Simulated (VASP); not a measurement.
A run of VASP 6.6.1 is set up as follows.

The input INCAR:

```
ALGO = Normal
EDIFF = 1E-6
ENCUT = 520
GGA = PE
ISIF = 2
ISMEAR = 0
LASPH = True
LCHARG = True
LELF = True
LREAL = False
LVHAR = True
LWAVE = False
NBANDS = 9
NELM = 80
PREC = Accurate
SIGMA = 0.15
```

KPOINTS

```
k-points
0
Gamma
  15 15 15
```

The input POSCAR:

```
Te
1.0
    2.2344135650      1.2900392733      1.9415564271
   -2.2344135650      1.2900392733      1.9415564271
    0.0000000000     -2.5800785465      1.9415564271
Te
1
Direct
    0.5000000000      0.5000000000      0.5000000000
```

Potentials or basis: VASP PAW PBE potentials, release 64 (Te).

Launch:

```sh
$ cat potpaw_PBE.64/Te/POTCAR > POTCAR
$ mpirun -np 1 vasp_std > vasp.out
```

(1) What does it give for the band gap on the k mesh?

(2) What does it give for the pressure?

Answers

(1) zero (bands 3 and 4 overlap by 4.97 eV).

(2) -1.4 GPa.

Caveat: spin-orbit coupling is left out, which moves the levels of the heavy elements.
